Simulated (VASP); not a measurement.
# CuGe (P4/mmm) in VASP: a series of runs, part 2 of 2

VASP 6.6.1.

### Step 4. Single point, PBE

This run uses another cell than the first one, of 15.97 Å³/atom, 1.055 times its volume.

INCAR

```
SYSTEM = CuGe
PREC = Accurate
ENCUT = 520
EDIFF = 1E-7
ISMEAR = 0
SIGMA = 0.1
LREAL = .False.
LASPH = .True.
NELM = 100
ALGO = Normal
ISIF = 2
LWAVE = .False.
LCHARG = .True.
GGA = PE
LELF = .True.
LVHAR = .True.
NBANDS = 20
```

KPOINTS

```
regular mesh
0
Gamma
  6 6 6
  0 0 0
```

POSCAR

```
CuGe
1.0
    2.8992891158      0.0000000000      0.0000000000
    0.0000000000      2.8992891158      0.0000000000
    0.0000000000      0.0000000000      3.8001396625
Cu Ge
1 1
Direct
    0.5000000000      0.5000000000      0.5000000000
    0.0000000000      0.0000000000      0.0000000000
```

Potentials or basis: VASP PAW PBE potentials, release 64 (Cu, Ge_d).

On the command line:

```console
> cat potpaw_PBE.64/Cu/POTCAR potpaw_PBE.64/Ge_d/POTCAR > POTCAR
> mpirun -np 1 vasp_std > vasp.out
```

OUTCAR:

```text
SYSTEM = CuGe
   PREC = Accurate
   ENCUT = 520
   EDIFF = 1E-7
   ISMEAR = 0
   LREAL = .False.
   LASPH = .True.
   NELM = 100
   ISIF = 2
   GGA = PE

 ion  position               nearest neighbor table
   1  0.500  0.500  0.500-   2 2.80   2 2.80   2 2.80   2 2.80   2 2.80   2 2.80   2 2.80   2 2.80

   2  0.000  0.000  0.000-   1 2.80   1 2.80   1 2.80   1 2.80   1 2.80   1 2.80   1 2.80   1 2.80

  LATTYP: Found a simple tetragonal cell.
 ALAT       =     2.8992891158
 C/A-ratio  =     1.3107142857

  Lattice vectors:

 A1 = (   2.8992891158,   0.0000000000,   0.0000000000)
 A2 = (   0.0000000000,   2.8992891158,   0.0000000000)
 A3 = (   0.0000000000,   0.0000000000,   3.8001396625)

Analysis of symmetry for initial positions (statically):
=====================================================================
 Subroutine PRICEL returns:
 Original cell was already a primitive cell.

 Routine SETGRP: Setting up the symmetry group for a
 simple tetragonal supercell.

 Subroutine GETGRP returns: Found 16 space group operations
 (whereof 16 operations were pure point group operations)
 out of a pool of 16 trial point group operations.

The static configuration has the point symmetry D_4h.

Analysis of symmetry for dynamics (positions and initial velocities):
=====================================================================
 Subroutine PRICEL returns:
 Original cell was already a primitive cell.

 Routine SETGRP: Setting up the symmetry group for a
 simple tetragonal supercell.

 Subroutine GETGRP returns: Found 16 space group operations
 (whereof 16 operations were pure point group operations)
 out of a pool of 16 trial point group operations.

The dynamic configuration has the point symmetry D_4h.

 Subroutine INISYM returns: Found 16 space group operations
 (whereof 16 operations are pure point group operations),
 and found     1 'primitive' translations

----------------------------------------------------------------------------------------

                                     Primitive cell

  volume of cell :      31.9435

[... 102 lines left out ...]
   EFERMI =   0.00;   METHOD = LEGACY
   ISMEAR =     0;   SIGMA  =   0.10  broadening in eV -4-tet -1-fermi 0-gaus
   EFERMI_NEDOS =   21; number of points for ismear=-14 and -15
   IALGO  =     38    algorithm
   IMIX   =      4    mixing-type and parameters
     AMIX     =   0.40;   BMIX     =  1.00
     AMIX_MAG =   1.60;   BMIX_MAG =  1.00
  volume/ion in A,a.u.               =      15.97       107.78
  Fermi-wavevector in a.u.,A,eV,Ry     =   1.508669  2.850971 30.967977  2.276082
  Thomas-Fermi vector in A             =   2.619093
   LORBIT       =      0    0 simple, 1 ext, 2 COOP (PROOUT), +10 PAW based schemes
   GGA     = PE    functional components
   LHFCALC =     F    Hartree Fock is set to
   AEXX    =    0.0000 exact exchange contribution
   IVDW    =     0    specifies the selected vdW correction
   LEPSILON=     F    determine dielectric tensor
   LRPA    =     F    only Hartree local field effects (RPA)
 non-spin polarized calculation
 Gauss-broadening in eV      SIGMA  =   0.10
  energy-cutoff  :      520.00
  volume of cell :       31.94
 maximum number of plane-waves:       876
 NGX is ok and might be reduce to    24
   NGX = 11   NGY = 11   NGZ = 15

 number of electron      24.9999985 magnetization

 Free energy of the ion-electron system (eV)
  ---------------------------------------------------
  ext. energy  EPLUGINS =         0.00000000
  ---------------------------------------------------
  free energy    TOTEN  =        -7.86102918 eV

  energy without entropy =       -7.85636391  energy(sigma->0) =       -7.85869654

 E-fermi :   6.7459     XC(G=0): -11.6459

 val. band max:        6.6981538900   @ k =   0.5000   0.3333   0.3333
 cond. band min:       6.7915206031   @ k =   0.1667   0.1667   0.0000
 fundamental gap:      0.0933667130
 Fermi energy:         6.7458751541

 k-point     1 :       0.0000    0.0000    0.0000
  band No.  band energies     occupation
      1     -17.9393      2.00000
      2     -17.8477      2.00000
      3     -17.8069      2.00000
      4     -17.7998      2.00000
      5     -17.7998      2.00000
      6      -5.3004      2.00000
[... 541 lines left out ...]
     19      20.4154      0.00000
     20      21.8316      0.00000

 [... further k-points ...]
[... 5 lines left out ...]
  --------------------------------------------------------------------------------------
  -------------------------------------------------------------------------------------
  Total       -0.9933733     -0.9933733     -0.7779702      0.0000000      0.0000000     -0.0000000
  in kB      -49.8242129    -49.8242129    -39.0203321      0.0000000      0.0000000     -0.0000000
  external PRESSURE =     -46.2229193 kB  Pullay stress =       0.0000000 kB

 VOLUME and BASIS-vectors are now :
 -----------------------------------------------------------------------------
  energy-cutoff  :      520.00
  volume of cell :       31.94
      direct lattice vectors                 reciprocal lattice vectors
     2.899289116  0.000000000  0.000000000     0.344912135  0.000000000  0.000000000
     0.000000000  2.899289116  0.000000000     0.000000000  0.344912135  0.000000000
     0.000000000  0.000000000  3.800139662     0.000000000  0.000000000  0.263148223

 POSITION                                       TOTAL-FORCE (eV/Angst)
 -----------------------------------------------------------------------------------
      1.44964      1.44964      1.90007         0.000000      0.000000      0.000000
      0.00000      0.00000      0.00000         0.000000      0.000000      0.000000
 -----------------------------------------------------------------------------------
    total drift:                                0.000000      0.000000     -0.000000

  FREE ENERGIE OF THE ION-ELECTRON SYSTEM (eV)
  ---------------------------------------------------
  free  energy   TOTEN  =        -7.8610291783 eV

  energy  without entropy=       -7.8563639112  energy(sigma->0) =       -7.85869654
```

OSZICAR:

```text
N       E                     dE             d eps       ncg     rms          rms(c)
DAV:   1     0.159309003096E+03    0.15931E+03   -0.11874E+04  1760   0.306E+03
DAV:   2     0.956886948531E+01   -0.14974E+03   -0.14411E+03  1604   0.480E+02
DAV:   3    -0.861424502340E+01   -0.18183E+02   -0.17842E+02  1768   0.123E+02
DAV:   4    -0.904917575714E+01   -0.43493E+00   -0.43461E+00  1900   0.212E+01
DAV:   5    -0.905736352943E+01   -0.81878E-02   -0.81874E-02  1884   0.301E+00    0.961E+00
DAV:   6    -0.993682222209E+01   -0.87946E+00   -0.37004E+01  1832   0.925E+01    0.869E+00
DAV:   7    -0.791736888439E+01    0.20195E+01   -0.54564E+00  1800   0.497E+01    0.174E+00
DAV:   8    -0.787655522481E+01    0.40814E-01   -0.70251E-01  2220   0.142E+01    0.106E+00
DAV:   9    -0.786218800181E+01    0.14367E-01   -0.76104E-02  2324   0.377E+00    0.246E-01
DAV:  10    -0.786119345641E+01    0.99455E-03   -0.30934E-03  2424   0.921E-01    0.104E-01
DAV:  11    -0.786102498998E+01    0.16847E-03   -0.96133E-04  2576   0.570E-01    0.140E-02
DAV:  12    -0.786102934916E+01   -0.43592E-05   -0.48530E-05  1976   0.800E-02    0.588E-03
DAV:  13    -0.786102938399E+01   -0.34830E-07   -0.17836E-06  2352   0.263E-02    0.134E-03
DAV:  14    -0.786102927556E+01    0.10843E-06   -0.11629E-07  1200   0.515E-03    0.643E-04
DAV:  15    -0.786102917830E+01    0.97259E-07   -0.32766E-08   996   0.216E-03
   1 F= -.78610292E+01 E0= -.78586965E+01  d E =-.466527E-02
```

Run time: 18 s. Hardware: 1 thread of AMD EPYC 9R45 (Zen 5), shared host; peak memory 0.12 GiB.

Results:

| Property | Result |
| --- | --- |
| Free energy | -7.8610 eV |
| Pressure | -4.6 GPa |

Stress tensor (GPa, compression positive):
```
-4.98  0.00  0.00
 0.00 -4.98  0.00
 0.00  0.00 -3.90
```

Caveat: the k points lie up to 0.36 Å⁻¹ apart.

### Step 5. Relaxation of cell and atoms, PBE

This run uses another cell than the first one, of 15.97 Å³/atom, 1.055 times its volume.

INCAR

```
SYSTEM = CuGe
ALGO = Normal ; EDIFF = 1E-6
EDIFFG = -0.04 ; ENCUT = 600
GGA = PE ; IBRION = 2
ISIF = 3 ; ISMEAR = 0
LASPH = .True. ; LCHARG = .False.
LREAL = .False. ; LWAVE = .False.
NELM = 60 ; NSW = 90
PREC = Accurate ; SIGMA = 0.1
```

KPOINTS

```
k-points
0
Gamma
  6 6 4
  0 0 0
```

POSCAR is that of step 4.

On the command line:

```console
> cat potpaw_PBE.64/Cu/POTCAR potpaw_PBE.64/Ge_d/POTCAR > POTCAR
> mpirun -np 1 vasp_std > vasp.out
```

Wall time 60 s (1 thread of AMD EPYC 9R45 (Zen 5), shared host); peak memory 0.13 GiB.

Results (log left out):

| Quantity | Value |
| --- | --- |
| Free energy | -7.8908 eV |
| Relaxed volume | 15.15 Å³/atom |
| Relaxed cell | a = 2.892 Å, b = 2.892 Å, c = 3.622 Å, α = 90.00°, β = 90.00°, γ = 90.00° |
| Space group after relaxing (to 0.05 Å) | P4/mmm (No. 123) |
| Energy gained by relaxing | 16.7 meV/atom |
| Ionic steps | 8 |
| Pressure after relaxing | 0.1 GPa |

Stress tensor (GPa, compression positive):
```
0.08 0.00 0.00
0.00 0.08 0.00
0.00 0.00 0.23
```

The path:
```tsv
step	energy change (eV)	largest force (eV/Å)	pressure (GPa)	volume (Å³)
1	0.0000	0.0000	-4.71	31.94
2	-0.0260	0.0000	1.47	29.82
3	-0.0275	0.0000	-0.05	30.22
4	-0.0275	0.0000	0.17	30.18
5	-0.0284	0.0000	0.34	30.20
6	-0.0319	0.0000	0.25	30.25
7	-0.0325	0.0000	0.13	30.34
8	-0.0334	0.0000	0.13	30.30
```

Final structure:
```yaml
crystal:
  lattice:
    - [2.89233, 0.00000, 0.00000]
    - [0.00000, 2.89233, 0.00000]
    - [0.00000, 0.00000, 3.62231]
  atoms:
    - { symbol: Cu, position: [0.50000, 0.50000, 0.50000] }
    - { symbol: Ge, position: [0.00000, 0.00000, 0.00000] }
```

Levels at points of the mesh, in eV from the Fermi level:
```csv
k point,band 10,band 11,band 12,band 13,band 14,band 15
"(0.00, 0.00, 0.00)",-2.79,-2.57,-1.20,2.46,4.44,4.44
"(0.50, 0.00, 0.00)",-3.00,-2.74,-1.97,3.58,5.16,5.63
"(0.50, 0.50, 0.00)",-3.27,-3.27,-2.27,-1.75,1.38,4.56
"(0.00, 0.00, 0.50)",-3.00,-2.89,-2.57,6.43,6.43,9.57
"(0.50, 0.00, 0.50)",-2.92,-2.81,-2.69,-1.94,-0.19,8.09
"(0.50, 0.50, 0.50)",-2.65,-2.26,0.40,0.40,2.18,2.18
```

Caveat: the k points lie up to 0.43 Å⁻¹ apart in the final cell.

### Step 6. The runs side by side

| task | cell | k mesh | cutoff (eV) | gap on the mesh (eV) | pressure (GPa) |
| --- | --- | --- | --- | --- | --- |
| single point | a = 2.893, b = 2.893, c = 3.618 Å, 2 atoms | 6 × 6 × 4 | 520 | none | -0.1 |
| single point | a = 2.815, b = 2.815, c = 3.805 Å, 2 atoms | 6 × 6 × 6 | 520 | none | 0.0 |
| single point | a = 2.899, b = 2.899, c = 3.800 Å, 2 atoms | 6 × 6 × 6 | 520 | none | -4.6 |
| relaxation of cell and atoms | relaxed from a = 2.899, b = 2.899, c = 3.800 Å, 2 atoms | 6 × 6 × 4 | 600 | none | 0.1 |

Alike in all rows: level PBE; potentials or basis VASP PAW PBE potentials, release 64 (Cu, Ge_d); no spin polarisation; smearing gaussian 0.1 eV.

Caveats: all runs use coarse meshes.

Total energies depend on the potentials used, so only differences within one code and one set of settings carry meaning.
